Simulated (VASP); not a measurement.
# Ta2N (P-3m1) in VASP: notebook

Runs on Ta2N. Level: PBE. Tasks: single point, relaxation of cell and atoms.

Program: VASP 6.6.1. These are calculated values, not measurements. Logs are shortened: lines on timing, memory, paths and dates and some standing lists are left out, and cuts for length are marked.

## 1. The cell of the first run

It takes space group P-3m1 (No. 164, trigonal). Conventional cell: a = 3.101 Å, b = 3.101 Å, c = 4.882 Å, α = 90.00°, β = 90.00°, γ = 120.00°. Ta (site symmetry 3m) has 3 N at 2.18 Å within 2.9 Å. Within 2.9 Å of N (site symmetry -3m) lie 6 Ta at 2.18 Å.

## 2. Single point, PBE

Input file INCAR:

```
SYSTEM = Ta2N
PREC = Accurate ; ENCUT = 520
EDIFF = 1E-6 ; ISMEAR = 0
SIGMA = 0.1 ; LREAL = .FALSE.
LASPH = .TRUE. ; NELM = 60
ALGO = Normal ; ISIF = 2
LWAVE = .FALSE. ; LCHARG = .FALSE.
GGA = PE ; NBANDS = 20
```

Input file KPOINTS:

```
Automatic mesh
0
G
  18 18 10
  0 0 0
```

Input file POSCAR:

```
Ta2N
1.0
    3.1011263831      0.0000000000      0.0000000000
   -1.5505631915      2.6856542281      0.0000000000
    0.0000000000      0.0000000000      4.8819497278
Ta N
2 1
Direct
    0.6666666667      0.3333333333      0.7449004354
    0.3333333333      0.6666666667      0.2550995646
    0.0000000000      0.0000000000      0.0000000000
```

Potentials or basis: VASP PAW PBE potentials, release 64 (Ta_pv, N).

Launch:

```
> cat potpaw_PBE.64/Ta_pv/POTCAR potpaw_PBE.64/N/POTCAR > POTCAR
> mpirun -np 1 vasp_std > vasp.out
```

OUTCAR:

```text
SYSTEM = Ta2N
   PREC = Accurate
   ENCUT = 520
   EDIFF = 1E-6
   ISMEAR = 0
   LREAL = .FALSE.
   LASPH = .TRUE.
   NELM = 60
   ISIF = 2
   GGA = PE

 ion  position               nearest neighbor table
   1  0.667  0.333  0.745-   3 2.18   3 2.18   3 2.18   2 2.99   2 2.99   2 2.99   2 3.07   2 3.07
                             2 3.07
   2  0.333  0.667  0.255-   3 2.18   3 2.18   3 2.18   1 2.99   1 2.99   1 2.99   1 3.07   1 3.07
                             1 3.07
   3  0.000  0.000  0.000-   1 2.18   2 2.18   2 2.18   1 2.18   1 2.18   2 2.18

  LATTYP: Found a hexagonal cell.
 ALAT       =     3.1011263831
 C/A-ratio  =     1.5742504899

  Lattice vectors:

 A1 = (   3.1011263831,   0.0000000000,   0.0000000000)
 A2 = (  -1.5505631915,   2.6856542281,   0.0000000000)
 A3 = (   0.0000000000,   0.0000000000,   4.8819497278)

Analysis of symmetry for initial positions (statically):
=====================================================================
 Subroutine PRICEL returns:
 Original cell was already a primitive cell.

 Routine SETGRP: Setting up the symmetry group for a
 hexagonal supercell.

 Subroutine GETGRP returns: Found 12 space group operations
 (whereof 12 operations were pure point group operations)
 out of a pool of 24 trial point group operations.

The static configuration has the point symmetry D_3d.

Analysis of symmetry for dynamics (positions and initial velocities):
=====================================================================
 Subroutine PRICEL returns:
 Original cell was already a primitive cell.

 Routine SETGRP: Setting up the symmetry group for a
 hexagonal supercell.

 Subroutine GETGRP returns: Found 12 space group operations
 (whereof 12 operations were pure point group operations)
 out of a pool of 24 trial point group operations.

The dynamic configuration has the point symmetry D_3d.

 Subroutine INISYM returns: Found 12 space group operations
 (whereof 12 operations are pure point group operations),
 and found     1 'primitive' translations

----------------------------------------------------------------------------------------

                                     Primitive cell

  volume of cell :      40.6596

  direct lattice vectors                    reciprocal lattice vectors
     3.101126383  0.000000000  0.000000000     0.322463478  0.186174376  0.000000000
    -1.550563191  2.685654228  0.000000000     0.000000000  0.372348752  0.000000000
     0.000000000  0.000000000  4.881949728     0.000000000  0.000000000  0.204836194

  length of vectors
     3.101126383  3.101126383  4.881949728     0.372348752  0.372348752  0.204836194

  position of ions in fractional coordinates (direct lattice)
     0.666666667  0.333333333  0.744900435
     0.333333333  0.666666667  0.255099565
     0.000000000  0.000000000  0.000000000

  ion indices of the primitive-cell ions
   primitive index   ion index
                 1           1
                 2           2
                 3           3

----------------------------------------------------------------------------------------

 KPOINTS: Automatic mesh

Automatic generation of k-mesh.
 Grid dimensions read from file:
 generate k-points for:   18   18   10

 Generating k-lattice:

  Cartesian coordinates                     Fractional coordinates (reciprocal lattice)
     0.017914638  0.010343021  0.000000000     0.055555556  0.000000000  0.000000000
     0.000000000  0.020686042  0.000000000     0.000000000  0.055555556  0.000000000
     0.000000000  0.000000000  0.020483619     0.000000000  0.000000000  0.100000000

  Length of vectors
     0.020686042  0.020686042  0.020483619

  Shift w.r.t. Gamma in fractional coordinates (k-lattice)
     0.000000000  0.000000000  0.000000000

 Subroutine IBZKPT returns following result:
 ===========================================

 Found    330 irreducible k-points:

 Following reciprocal coordinates:
            Coordinates               Weight
  0.000000  0.000000  0.000000      1.000000
  0.055556 -0.000000  0.000000      6.000000
  0.111111 -0.000000  0.000000      6.000000
  0.166667  0.000000  0.000000      6.000000
  0.222222  0.000000  0.000000      6.000000
  0.277778  0.000000  0.000000      6.000000
[... 16 lines left out ...]
  0.333333  0.111111  0.000000     12.000000
  0.388889  0.111111  0.000000     12.000000
 [... further k-points ...]
   k-points           NKPTS =    330   k-points in BZ     NKDIM =    330   number of bands    NBANDS=     20
   number of dos      NEDOS =    301   number of ions     NIONS =      3
   total plane-waves  NPLWV =  20736
   dimension x,y,z NGX =    24 NGY =   24 NGZ =   36
   dimension x,y,z NGXF=    48 NGYF=   48 NGZF=   72
   ions per type =               2   1
   NGX,Y,Z   is equivalent  to a cutoff of  12.87, 12.87, 12.26 a.u.
   NGXF,Y,Z  is equivalent  to a cutoff of  25.73, 25.73, 24.52 a.u.
 SYSTEM =  Ta2N
   PREC   = accura    normal or accurate (medium, high low for compatibility)
   ISTART =      0    job   : 0-new  1-cont  2-samecut
   ICHARG =      2    charge: 1-file 2-atom 10-const
   ISPIN  =      1    spin polarized calculation?
   LNONCOLLINEAR =      F non collinear calculations
   LSORBIT =      F    spin-orbit coupling
   LASPH  =      T    aspherical Exc in radial PAW
   ENCUT  =  520.0 eV  38.22 Ry    6.18 a.u.   5.77  5.77  9.08*2*pi/ulx,y,z
   NELM   =     60;   NELMIN=  2; NELMDL= -5     # of ELM steps
   EDIFF  = 0.1E-05   stopping-criterion for ELM
   LREAL  =      F    real-space projection
   EDIFFG = 0.1E-04   stopping-criterion for IOM
   NSW    =      0    number of steps for IOM
   IBRION =     -1    ionic relax: 0-MD 1-quasi-New 2-CG
   NFREE  =      0    steps in history (QN), initial steepest desc. (CG)
   ISIF   =      2    stress and relaxation
   ISYM   =      2    0-nonsym 1-usesym 2-fastsym
   POTIM  = 0.5000    time-step for ionic-motion
   TEBEG  =    0.0;   TEEND  =   0.0 temperature during run
   PSTRESS=    0.0 pullay stress
   NELECT =      27.0000    total number of electrons
   NUPDOWN=      -1.0000    fix difference up-down
   EMIN   =  10.00;   EMAX   =-10.00  energy-range for DOS
   EFERMI =   0.00;   METHOD = LEGACY
   ISMEAR =     0;   SIGMA  =   0.10  broadening in eV -4-tet -1-fermi 0-gaus
   EFERMI_NEDOS =   21; number of points for ismear=-14 and -15
   IALGO  =     38    algorithm
   IMIX   =      4    mixing-type and parameters
     AMIX     =   0.40;   BMIX     =  1.00
     AMIX_MAG =   1.60;   BMIX_MAG =  1.00
  volume/ion in A,a.u.               =      13.55        91.46
  Fermi-wavevector in a.u.,A,eV,Ry     =   1.428264  2.699027 27.755039  2.039938
  Thomas-Fermi vector in A             =   2.548344
   LORBIT       =      0    0 simple, 1 ext, 2 COOP (PROOUT), +10 PAW based schemes
   GGA     = PE    functional components
   LHFCALC =     F    Hartree Fock is set to
   AEXX    =    0.0000 exact exchange contribution
   IVDW    =     0    specifies the selected vdW correction
   LEPSILON=     F    determine dielectric tensor
   LRPA    =     F    only Hartree local field effects (RPA)
 non-spin polarized calculation
 Gauss-broadening in eV      SIGMA  =   0.10
  energy-cutoff  :      520.00
  volume of cell :       40.66
 maximum number of plane-waves:      1112
   NGX = 11   NGY = 11   NGZ = 19

 number of electron      26.9999997 magnetization

 Free energy of the ion-electron system (eV)
  ---------------------------------------------------
  ext. energy  EPLUGINS =         0.00000000
  ---------------------------------------------------
  free energy    TOTEN  =       -34.38679736 eV

  energy without entropy =      -34.38028556  energy(sigma->0) =      -34.38354146

 E-fermi :   7.5108     XC(G=0): -12.8739

 val. band max:        7.5080976806   @ k =   0.2778   0.2778   0.5000
 cond. band min:       7.5116952726   @ k =   0.3333   0.2778   0.5000
 fundamental gap:      0.0035975920
 Fermi energy:         7.5107870837

 k-point     1 :       0.0000    0.0000    0.0000
  band No.  band energies     occupation
      1     -28.1742      2.00000
      2     -27.4439      2.00000
      3     -27.4439      2.00000
      4     -27.3207      2.00000
      5     -27.3207      2.00000
      6     -27.2146      2.00000
[... 12 lines left out ...]
     19       8.6653      0.00000
     20      12.4580      0.00000

 k-point     2 :       0.0556   -0.0000    0.0000
  band No.  band energies     occupation
      1     -28.1648      2.00000
      2     -27.4630      2.00000
      3     -27.4508      2.00000
      4     -27.3399      2.00000
      5     -27.3222      2.00000
      6     -27.2180      2.00000
[... 12 lines left out ...]
     19       8.9218      0.00000
     20      12.4757      0.00000

 k-point     3 :       0.1111   -0.0000    0.0000
  band No.  band energies     occupation
      1     -28.1374      2.00000
      2     -27.5178      2.00000
      3     -27.4700      2.00000
      4     -27.3944      2.00000
      5     -27.3272      2.00000
      6     -27.2283      2.00000
[... 12 lines left out ...]
     19       9.5646      0.00000
     20      12.4138      0.00000

 k-point     4 :       0.1667    0.0000    0.0000
  band No.  band energies     occupation
      1     -28.0937      2.00000
      2     -27.6021      2.00000
      3     -27.4981      2.00000
      4     -27.4752      2.00000
      5     -27.3359      2.00000
      6     -27.2462      2.00000
[... 12 lines left out ...]
     19      10.4896      0.00000
     20      12.2077      0.00000

 k-point     5 :       0.2222    0.0000    0.0000
  band No.  band energies     occupation
      1     -28.0369      2.00000
      2     -27.7054      2.00000
      3     -27.5701      2.00000
      4     -27.5310      2.00000
      5     -27.3481      2.00000
      6     -27.2721      2.00000
[... 12 lines left out ...]
     19      11.3810      0.00000
     20      11.9960      0.00000
[... 353 lines left out ...]
      6     -27.3169      2.00000
[... 12 lines left out ...]
     19      11.8879      0.00000
     20      12.4490      0.00000

 k-point    22 :       0.2778    0.1111    0.0000
  band No.  band energies     occupation
      1     -27.9302      2.00000
      2     -27.8591      2.00000
      3     -27.7810      2.00000
      4     -27.6002      2.00000
      5     -27.4194      2.00000
      6     -27.3573      2.00000
[... 12 lines left out ...]
     19      12.0029      0.00000
     20      12.7566      0.00000

 k-point    23 :       0.3333    0.1111    0.0000
  band No.  band energies     occupation
      1     -27.9979      2.00000
      2     -27.8276      2.00000
      3     -27.8000      2.00000
      4     -27.6411      2.00000
      5     -27.4343      2.00000
      6     -27.4012      2.00000
[... 12 lines left out ...]
     19      12.1190      0.00000
     20      12.5152      0.00000

 k-point    24 :       0.3889    0.1111    0.0000
  band No.  band energies     occupation
      1     -28.0473      2.00000
      2     -27.8553      2.00000
      3     -27.7474      2.00000
      4     -27.6677      2.00000
      5     -27.4448      2.00000
      6     -27.4399      2.00000
[... 12 lines left out ...]
     19      12.1584      0.00000
     20      12.3237      0.00000

 [... further k-points ...]
[... 5 lines left out ...]
  --------------------------------------------------------------------------------------
  -------------------------------------------------------------------------------------
  Total        0.1121496      0.1121496      0.1004492      0.0000000      0.0000000     -0.0000000
  in kB        4.4192170      4.4192170      3.9581679      0.0000000      0.0000000     -0.0000000
  external PRESSURE =       4.2655340 kB  Pullay stress =       0.0000000 kB

 VOLUME and BASIS-vectors are now :
 -----------------------------------------------------------------------------
  energy-cutoff  :      520.00
  volume of cell :       40.66
      direct lattice vectors                 reciprocal lattice vectors
     3.101126383  0.000000000  0.000000000     0.322463478  0.186174376  0.000000000
    -1.550563191  2.685654228  0.000000000     0.000000000  0.372348752  0.000000000
     0.000000000  0.000000000  4.881949728     0.000000000  0.000000000  0.204836194

 POSITION                                       TOTAL-FORCE (eV/Angst)
 -----------------------------------------------------------------------------------
      1.55056      0.89522      3.63657         0.000000      0.000000     -0.044637
     -0.00000      1.79044      1.24538        -0.000000     -0.000000      0.044637
      0.00000      0.00000      0.00000         0.000000      0.000000      0.000000
 -----------------------------------------------------------------------------------
    total drift:                               -0.000000      0.000000      0.000000

  FREE ENERGIE OF THE ION-ELECTRON SYSTEM (eV)
  ---------------------------------------------------
  free  energy   TOTEN  =       -34.3867973625 eV

  energy  without entropy=      -34.3802855572  energy(sigma->0) =      -34.38354146
```

Run time: 2.4 min. Hardware: 1 thread of AMD EPYC 9R45 (Zen 5), shared host; peak memory 0.32 GiB.

What came out:

* Free energy: -34.3868 eV
* Pressure: 0.4 GPa
* Largest force: 0.045 eV/Å

Forces in eV/Å, atoms in the order of the input:
```
Ta   0.000  0.000 -0.045
Ta   0.000  0.000  0.045
N    0.000  0.000  0.000
```

Caveat: spin-orbit coupling is left out, which moves the levels of the heavy elements.

## 3. Relaxation of cell and atoms, PBE

This run uses another cell than the first one, of 13.62 Å³/atom, 1.005 times its volume.

Input file INCAR:

```
SYSTEM = Ta2N
PREC = Accurate
ENCUT = 600
EDIFF = 1E-6
ISMEAR = 0
SIGMA = 0.1
LREAL = .False.
LASPH = .True.
NELM = 100
ALGO = Normal
ISIF = 3
LWAVE = .False.
LCHARG = .False.
GGA = PE
IBRION = 2
NSW = 100
EDIFFG = -0.01
```

Input file KPOINTS:

```
Automatic mesh
0
Gamma
  18 18 10
  0 0 0
```

Input file POSCAR:

```
Ta2N
1.0
    3.1128614800      0.0000000000      0.0000000000
   -1.5564307400      2.6958171200      0.0000000000
    0.0000000000      0.0000000000      4.8698411000
Ta N
2 1
Direct
    0.6666666700      0.3333333300      0.7452890300
    0.3333333300      0.6666666700      0.2547109700
    0.0000000000      0.0000000000      0.0000000000
```

Potentials or basis: VASP PAW PBE potentials, release 64 (Ta_pv, N).

Launch:

```
> cat potpaw_PBE.64/Ta_pv/POTCAR potpaw_PBE.64/N/POTCAR > POTCAR
> mpirun -np 1 vasp_std > vasp.out
```

Wall time 10 min (1 thread of AMD EPYC 9R45 (Zen 5), shared host); peak memory 0.37 GiB.

Results (log left out):

```
Free energy                            : -34.3896 eV
Relaxed volume                         : 13.57 Å³/atom
Relaxed cell                           : a = 3.101 Å, b = 3.101 Å, c = 4.888 Å, α = 90.00°, β = 90.00°, γ = 120.00°
Space group after relaxing (to 0.05 Å) : P-3m1 (No. 164)
Energy gained by relaxing              : 0.4 meV/atom
Ionic steps                            : 5
Pressure after relaxing                : 0.0 GPa
Largest force after relaxing           : 0.006 eV/Å
```

Forces on the atoms (eV/Å):
```
Ta   0.000  0.000 -0.006
Ta   0.000  0.000  0.006
N    0.000  0.000  0.000
```

Stress tensor (GPa, compression positive):
```
 0.03  0.00  0.00
 0.00  0.03  0.00
 0.00  0.00 -0.09
```

The path:
```csv
step,energy change (eV),largest force (eV/Å),pressure (GPa),volume (Å³)
1,0.0000,0.0126,-0.95,40.87
2,0.0015,0.0981,2.37,40.39
3,-0.0006,0.0428,0.19,40.70
4,-0.0010,0.0231,0.08,40.70
5,-0.0011,0.0064,-0.01,40.70
```

Final structure:
```xyz
3
Lattice="3.1010 0.0000 0.0000 -1.5505 2.6856 0.0000 0.0000 0.0000 4.8876" Properties=species:S:1:pos:R:3 pbc="T T T"
Ta    1.5505    0.8952    3.6390
Ta    0.0000    1.7904    1.2486
N     0.0000    0.0000    0.0000
```

Levels at points of the mesh, in eV from the Fermi level:
| k point | band 11 | band 12 | band 13 | band 14 | band 15 | band 16 |
| --- | --- | --- | --- | --- | --- | --- |
| (0.00, 0.00, 0.00) | -4.99 | -0.71 | -0.23 | -0.23 | 0.25 | 0.34 |
| (0.50, 0.00, 0.00) | -4.55 | -2.61 | -1.36 | 1.66 | 1.95 | 3.77 |
| (0.00, 0.00, 0.50) | -2.94 | -2.66 | -1.08 | -1.08 | 1.75 | 1.97 |
| (0.50, 0.00, 0.50) | -3.30 | -2.16 | -2.11 | -0.34 | 0.73 | 3.37 |

Caveat: spin-orbit coupling is left out, which moves the levels of the heavy elements.
